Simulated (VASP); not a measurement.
# BaTe (Fm-3m) in VASP: further runs, part 2 of 3

VASP 6.6.1.

## 3. Phonons, r2SCAN

This run uses another cell than the first one, of 41.62 Å³/atom.

INCAR

```
PREC     = Accurate       # precision mode
ENCUT    = 520            # plane-wave cutoff, eV
EDIFF    = 1E-8           # SCF threshold, eV
ISMEAR   = 0              # smearing method
SIGMA    = 0.01           # smearing width, eV
LREAL    = False          # projectors in reciprocal space
LASPH    = True           # aspherical terms in the spheres
NELM     = 100            # most SCF steps
ALGO     = Normal         # electronic algorithm
ISIF     = 2              # what is computed and relaxed
LWAVE    = False          # write WAVECAR
LCHARG   = False          # write CHGCAR
METAGGA  = R2SCAN         # meta-GGA
LMIXTAU  = True         
NBANDS   = 15             # bands
IBRION   = 6              # ionic algorithm
NFREE    = 2            
POTIM    = 0.015          # step
NSW      = 1              # ionic steps
```

KPOINTS

```
regular mesh
0
Gamma
  6 6 6
```

POSCAR

```
BaTe
1.0
    3.4654612075      3.4654612075      0.0000000000
   -3.4654612075      3.4654612075      0.0000000000
    0.0000000000      3.4654612075      3.4654612075
Ba Te
1 1
Direct
    0.0000000000      0.0000000000      0.0000000000
    0.5000000000      0.5000000000      0.0000000000
```

Potentials or basis: VASP PAW PBE potentials, release 64 (Ba_sv, Te).

Command:

```
> cat potpaw_PBE.64/Ba_sv/POTCAR potpaw_PBE.64/Te/POTCAR > POTCAR
> mpirun -np 1 vasp_std > vasp.out
```

OUTCAR:

```text
PREC = Accurate
   ENCUT = 520
   EDIFF = 1E-8
   ISMEAR = 0
   LREAL = False
   LASPH = True
   NELM = 100
   ISIF = 2
   METAGGA = R2SCAN
   IBRION = 6
   NFREE = 2
   POTIM = 0.015
   NSW = 1

 ion  position               nearest neighbor table
   1  0.000  0.000  0.000-   2 3.47   2 3.47   2 3.47   2 3.47   2 3.47   2 3.47
   2  0.500  0.500  0.000-   1 3.47   1 3.47   1 3.47   1 3.47   1 3.47   1 3.47

  LATTYP: Found a face centered cubic cell.
 ALAT       =     6.9309224150

  Lattice vectors:

 A1 = (   0.0000000000,   3.4654612075,   3.4654612075)
 A2 = (   3.4654612075,   0.0000000000,   3.4654612075)
 A3 = (   3.4654612075,   3.4654612075,   0.0000000000)

Analysis of symmetry for initial positions (statically):
=====================================================================
 Subroutine PRICEL returns:
 Original cell was already a primitive cell.

 Routine SETGRP: Setting up the symmetry group for a
 face centered cubic supercell.

 Subroutine GETGRP returns: Found 48 space group operations
 (whereof 48 operations were pure point group operations)
 out of a pool of 48 trial point group operations.

The static configuration has the point symmetry O_h .

Analysis of symmetry for dynamics (positions and initial velocities):
=====================================================================
 Subroutine PRICEL returns:
 Original cell was already a primitive cell.

 Routine SETGRP: Setting up the symmetry group for a
 face centered cubic supercell.

 Subroutine GETGRP returns: Found 48 space group operations
 (whereof 48 operations were pure point group operations)
 out of a pool of 48 trial point group operations.

The dynamic configuration has the point symmetry O_h .

 Subroutine INISYM returns: Found 48 space group operations
 (whereof 48 operations are pure point group operations),
 and found     1 'primitive' translations

----------------------------------------------------------------------------------------

                                     Primitive cell

  volume of cell :      83.2364

  direct lattice vectors                    reciprocal lattice vectors
     3.465461208  3.465461208  0.000000000     0.144280940  0.144280940 -0.144280940
    -3.465461208  3.465461208  0.000000000    -0.144280940  0.144280940 -0.144280940
     0.000000000  3.465461208  3.465461208     0.000000000  0.000000000  0.288561880

  length of vectors
     4.900902240  4.900902240  4.900902240     0.249901918  0.249901918  0.288561880

  position of ions in fractional coordinates (direct lattice)
     0.000000000  0.000000000  0.000000000
     0.500000000  0.500000000  0.000000000

  ion indices of the primitive-cell ions
   primitive index   ion index
                 1           1
                 2           2

----------------------------------------------------------------------------------------

 KPOINTS: regular mesh

Automatic generation of k-mesh.
[... 102 lines left out ...]
  ext. energy  EPLUGINS =         0.00000000
  ---------------------------------------------------
  free energy    TOTEN  =       -55.98919346 eV

  energy without entropy =      -55.98919346  energy(sigma->0) =      -55.98919346

------------------------ aborting loop because EDIFF is reached ----------------------------------------

  FORCE on cell =-STRESS in cart. coord.  units (eV):
  Direction    XX          YY          ZZ          XY          YZ          ZX
  --------------------------------------------------------------------------------------
  -------------------------------------------------------------------------------------
  Total        1.2235063      1.2235063      1.2235063      0.0000000      0.0000000     -0.0000000
  in kB       23.5506915     23.5506915     23.5506915      0.0000000      0.0000000     -0.0000000
  external PRESSURE =      23.5506915 kB  Pullay stress =       0.0000000 kB
[... 131 lines left out ...]
--------------------------------------- Ionic step        5  -------------------------------------------

 number of electron      16.0000000 magnetization

 Free energy of the ion-electron system (eV)
  ---------------------------------------------------
  ext. energy  EPLUGINS =         0.00000000
  ---------------------------------------------------
  free energy    TOTEN  =       -55.98887855 eV

  energy without entropy =      -55.98887855  energy(sigma->0) =      -55.98887855

 E-fermi :   2.3179     XC(G=0):  -8.7565

 val. band max:        2.2580609091   @ k =   0.0000   0.0000   0.0000
 cond. band min:       4.0643526375   @ k =   0.5000   0.5000   0.0000
 fundamental gap:      1.8062917284
 Fermi energy:         2.3178903447

 k-point     1 :       0.0000    0.0000    0.0000
  band No.  band energies     occupation
      1     -25.4727      2.00000
      2     -10.2102      2.00000
      3     -10.2101      2.00000
      4     -10.2101      2.00000
      5      -7.6265      2.00000
      6       2.2580      2.00000
      7       2.2580      2.00000
      8       2.2581      2.00000
      9       5.5804      0.00000
     10       5.5808      0.00000
     11       5.5808      0.00000
     12       5.9772      0.00000
     13       6.2963      0.00000
     14       6.2970      0.00000
[... 401 lines left out ...]
      2     -10.4577      2.00000
      3     -10.2818      2.00000
      4     -10.2817      2.00000
      5      -7.2685      2.00000
      6       0.6991      2.00000
      7       1.8857      2.00000
      8       1.8863      2.00000
      9       4.3389      0.00000
     10       6.9619      0.00000
     11       7.2262      0.00000
     12       8.1566      0.00000
     13       8.1569      0.00000
     14      10.0466      0.00000
     15      11.3338      0.00000

 [... further k-points ...]

------------------------ aborting loop because EDIFF is reached ----------------------------------------

  FORCE on cell =-STRESS in cart. coord.  units (eV):
  Direction    XX          YY          ZZ          XY          YZ          ZX
  --------------------------------------------------------------------------------------
  -------------------------------------------------------------------------------------
  Total        1.2275031      1.2229422      1.2229422      0.0000000      0.0000000      0.0000000
  in kB       23.6276241     23.5398340     23.5398340      0.0000000      0.0000000      0.0000000
  external PRESSURE =      23.5690974 kB  Pullay stress =       0.0000000 kB
[... 17 lines left out ...]
  FREE ENERGIE OF THE ION-ELECTRON SYSTEM (eV)
  ---------------------------------------------------
  free  energy   TOTEN  =       -55.9888785545 eV

  energy  without entropy=      -55.9888785545  energy(sigma->0) =      -55.98887855

 INTERNAL STRAIN TENSORS FROM DISPLACED ATOMS
 ============================================

 INTERNAL STRAIN TENSOR FOR ION    1 for displacements in x,y,z  (eV/Angst):
          X           Y           Z          XY          YZ          ZX
  --------------------------------------------------------------------------------
  x     0.00000     0.00000     0.00000     0.00000     0.00000     0.00000
  y     0.00000     0.00000     0.00000     0.00000     0.00000     0.00000
  z     0.00000     0.00000     0.00000     0.00000     0.00000     0.00000

 INTERNAL STRAIN TENSOR FOR ION    2 for displacements in x,y,z  (eV/Angst):
          X           Y           Z          XY          YZ          ZX
  --------------------------------------------------------------------------------
  x     0.00000     0.00000     0.00000     0.00000     0.00000     0.00000
  y     0.00000     0.00000     0.00000     0.00000     0.00000     0.00000
  z     0.00000     0.00000     0.00000     0.00000     0.00000     0.00000

 Eigenvectors and eigenvalues of the dynamical matrix
 ----------------------------------------------------

   1 f  =    3.219268 THz    20.227258 2PiTHz  107.383223 cm-1    13.313817 meV
             X         Y         Z           dx          dy          dz
      0.000000  0.000000  0.000000     0.000000    0.695139    0.000000
      0.000000  3.465461  0.000000     0.000000   -0.718876    0.000000
[... 21 lines left out ...]
   6 f/i=    0.005075 THz     0.031888 2PiTHz    0.169287 cm-1     0.020989 meV
             X         Y         Z           dx          dy          dz
      0.000000  0.000000  0.000000     0.000000    0.000000    0.718876
      0.000000  3.465461  0.000000     0.000000    0.000000    0.695139

 ELASTIC MODULI CONTR FROM IONIC RELAXATION (kBar)
 Direction    XX          YY          ZZ          XY          YZ          ZX
 --------------------------------------------------------------------------------
 XX           0.0000      0.0000      0.0000      0.0000      0.0000      0.0000
 YY           0.0000      0.0000      0.0000      0.0000      0.0000      0.0000
 ZZ           0.0000      0.0000      0.0000      0.0000      0.0000      0.0000
 XY           0.0000      0.0000      0.0000      0.0000      0.0000      0.0000
 YZ           0.0000      0.0000      0.0000      0.0000      0.0000      0.0000
 ZX           0.0000      0.0000      0.0000      0.0000      0.0000      0.0000
 --------------------------------------------------------------------------------
```

Wall time 4 min (1 thread of Intel Xeon 6975P-C (Granite Rapids), shared host); peak memory 0.26 GiB.

Results:

```
Highest phonon frequency at Γ, LO-TO splitting left out : 107 cm⁻¹
```

Phonon frequencies in cm⁻¹ (negative: imaginary):
```tsv
q point	frequencies
(0.000, 0.000, 0.000)	0 0 0 107 107 107
```

Caveat: the cell stands under pressure or tension, which shifts response properties; the PAW data sets were made with another functional, which shifts forces and pressure a little; spin-orbit coupling is left out, which moves the levels of the heavy elements.

## 4. Phonons, r2SCAN

This run uses another cell than the first one, of 44.03 Å³/atom.

INCAR

```
SYSTEM = BaTe
  PREC = Accurate
  ENCUT = 520
  EDIFF = 1E-8
  ISMEAR = 0
  SIGMA = 0.01
  LREAL = .FALSE.
  LASPH = .TRUE.
  NELM = 60
  ALGO = Normal
  ISIF = 2
  LWAVE = .FALSE.
  LCHARG = .TRUE.
  METAGGA = R2SCAN
  LMIXTAU = .TRUE.
  NBANDS = 15
  IBRION = 6
  NFREE = 2
  POTIM = 0.015
  NSW = 1
```

KPOINTS

```
regular mesh
0
G
  6 6 6
  0 0 0
```

POSCAR

```
BaTe
1.0
    3.5312153233      3.5312153233      0.0000000000
   -3.5312153233      3.5312153233      0.0000000000
    0.0000000000      3.5312153233      3.5312153233
Ba Te
1 1
Direct
    0.0000000000      0.0000000000      0.0000000000
    0.5000000000      0.5000000000      0.0000000000
```

Potentials or basis: VASP PAW PBE potentials, release 64 (Ba_sv, Te).

Command:

```
> cat potpaw_PBE.64/Ba_sv/POTCAR potpaw_PBE.64/Te/POTCAR > POTCAR
> mpirun -np 1 vasp_std > vasp.out
```

OUTCAR:

```text
SYSTEM = BaTe
   PREC = Accurate
   ENCUT = 520
   EDIFF = 1E-8
   ISMEAR = 0
   LREAL = .FALSE.
   LASPH = .TRUE.
   NELM = 60
   ISIF = 2
   METAGGA = R2SCAN
   IBRION = 6
   NFREE = 2
   POTIM = 0.015
   NSW = 1

 ion  position               nearest neighbor table
   1  0.000  0.000  0.000-   2 3.53   2 3.53   2 3.53   2 3.53   2 3.53   2 3.53
   2  0.500  0.500  0.000-   1 3.53   1 3.53   1 3.53   1 3.53   1 3.53   1 3.53

  LATTYP: Found a face centered cubic cell.
 ALAT       =     7.0624306466

  Lattice vectors:

 A1 = (   0.0000000000,   3.5312153233,   3.5312153233)
 A2 = (   3.5312153233,   0.0000000000,   3.5312153233)
 A3 = (   3.5312153233,   3.5312153233,   0.0000000000)

Analysis of symmetry for initial positions (statically):
=====================================================================
 Subroutine PRICEL returns:
 Original cell was already a primitive cell.

 Routine SETGRP: Setting up the symmetry group for a
 face centered cubic supercell.

 Subroutine GETGRP returns: Found 48 space group operations
 (whereof 48 operations were pure point group operations)
 out of a pool of 48 trial point group operations.

The static configuration has the point symmetry O_h .

Analysis of symmetry for dynamics (positions and initial velocities):
=====================================================================
 Subroutine PRICEL returns:
 Original cell was already a primitive cell.

 Routine SETGRP: Setting up the symmetry group for a
 face centered cubic supercell.

 Subroutine GETGRP returns: Found 48 space group operations
 (whereof 48 operations were pure point group operations)
[... 309 lines left out ...]
      4     -10.7044      2.00000
      5      -7.8560      2.00000
      6       1.8990      2.00000
      7       1.8990      2.00000
      8       1.8990      2.00000
      9       5.2566      0.00000
     10       5.2569      0.00000
     11       5.2569      0.00000
     12       5.3720      0.00000
     13       5.9164      0.00000
     14       5.9171      0.00000
[... 401 lines left out ...]
      2     -10.8929      2.00000
      3     -10.7610      2.00000
      4     -10.7609      2.00000
      5      -7.5546      2.00000
      6       0.4277      2.00000
      7       1.5365      2.00000
      8       1.5370      2.00000
      9       4.0896      0.00000
     10       6.5372      0.00000
     11       6.6369      0.00000
     12       7.6359      0.00000
     13       7.6361      0.00000
     14       9.3820      0.00000
     15      10.5628      0.00000

 [... further k-points ...]

------------------------ aborting loop because EDIFF is reached ----------------------------------------

  FORCE on cell =-STRESS in cart. coord.  units (eV):
  Direction    XX          YY          ZZ          XY          YZ          ZX
  --------------------------------------------------------------------------------------
  -------------------------------------------------------------------------------------
  Total        0.1827549      0.1789562      0.1789562      0.0000000     -0.0000000      0.0000000
  in kB        3.3248886      3.2557772      3.2557772      0.0000000     -0.0000000      0.0000000
  external PRESSURE =       3.2788144 kB  Pullay stress =       0.0000000 kB
[... 17 lines left out ...]
  FREE ENERGIE OF THE ION-ELECTRON SYSTEM (eV)
  ---------------------------------------------------
  free  energy   TOTEN  =       -56.0279734449 eV

  energy  without entropy=      -56.0279734449  energy(sigma->0) =      -56.02797344

 INTERNAL STRAIN TENSORS FROM DISPLACED ATOMS
 ============================================

 INTERNAL STRAIN TENSOR FOR ION    1 for displacements in x,y,z  (eV/Angst):
          X           Y           Z          XY          YZ          ZX
  --------------------------------------------------------------------------------
  x     0.00000     0.00000     0.00000     0.00000     0.00000     0.00000
  y     0.00000     0.00000     0.00000     0.00000     0.00000     0.00000
  z     0.00000     0.00000     0.00000     0.00000     0.00000     0.00000

 INTERNAL STRAIN TENSOR FOR ION    2 for displacements in x,y,z  (eV/Angst):
          X           Y           Z          XY          YZ          ZX
  --------------------------------------------------------------------------------
  x     0.00000     0.00000     0.00000     0.00000     0.00000     0.00000
  y     0.00000     0.00000     0.00000     0.00000     0.00000     0.00000
  z     0.00000     0.00000     0.00000     0.00000     0.00000     0.00000

 Eigenvectors and eigenvalues of the dynamical matrix
 ----------------------------------------------------

   1 f  =    2.871577 THz    18.042652 2PiTHz   95.785505 cm-1    11.875884 meV
             X         Y         Z           dx          dy          dz
      0.000000  0.000000  0.000000     0.694902    0.000000   -0.000000
      0.000000  3.531215  0.000000    -0.719105   -0.000000    0.000000
[... 21 lines left out ...]
   6 f/i=    0.003582 THz     0.022504 2PiTHz    0.119470 cm-1     0.014812 meV
             X         Y         Z           dx          dy          dz
      0.000000  0.000000  0.000000     0.000000    0.383419   -0.608359
      0.000000  3.531215  0.000000    -0.000000    0.370514   -0.587884

 ELASTIC MODULI CONTR FROM IONIC RELAXATION (kBar)
 Direction    XX          YY          ZZ          XY          YZ          ZX
 --------------------------------------------------------------------------------
 XX           0.0000      0.0000      0.0000      0.0000      0.0000      0.0000
 YY           0.0000      0.0000      0.0000      0.0000      0.0000      0.0000
 ZZ           0.0000      0.0000      0.0000      0.0000      0.0000      0.0000
 XY           0.0000      0.0000      0.0000      0.0000      0.0000      0.0000
 YZ           0.0000      0.0000      0.0000      0.0000      0.0000      0.0000
 ZX           0.0000      0.0000      0.0000      0.0000      0.0000      0.0000
 --------------------------------------------------------------------------------
```

stdout:

```text
POSCAR found type information on POSCAR BaTe
 POSCAR found :  2 types and       2 ions
 scaLAPACK will be used
 -----------------------------------------------------------------------------
|                                                                             |
|                                                                             |
|     You enforced a specific xc type in the INCAR file but a different       |
|     I HOPE YOU KNOW WHAT YOU ARE DOING!                                     |
|                                                                             |
 -----------------------------------------------------------------------------

 LDA part: xc-table for (None), standard interpolation
 POSCAR, INCAR and KPOINTS ok, starting setup
 FFT: planning ... GRIDC
 FFT: planning ... GRID_SOFT
 FFT: planning ... GRID
 WAVECAR not read
 entering main loop
 Found     2 degrees of freedom:
 Finite differences POTIM= 0.01500 DOF=   2
 bond charge predicted
 Finite differences progress:
 bond charge predicted
 Finite differences progress:
 bond charge predicted
 Finite differences progress:
 bond charge predicted
 Finite differences progress:
```

Wall time 6.2 min (1 thread of Intel Xeon 6975P-C (Granite Rapids), shared host); peak memory 0.29 GiB.

Results:

```
Highest phonon frequency at Γ, LO-TO splitting left out : 96 cm⁻¹
```

Phonon frequencies in cm⁻¹ (negative: imaginary):
| q point | frequencies |
| --- | --- |
| (0.000, 0.000, 0.000) | 0 0 0 96 96 96 |

Caveat: the PAW data sets were made with another functional, which shifts forces and pressure a little; spin-orbit coupling is left out, which moves the levels of the heavy elements.

(Continued in part 3 of 3.)
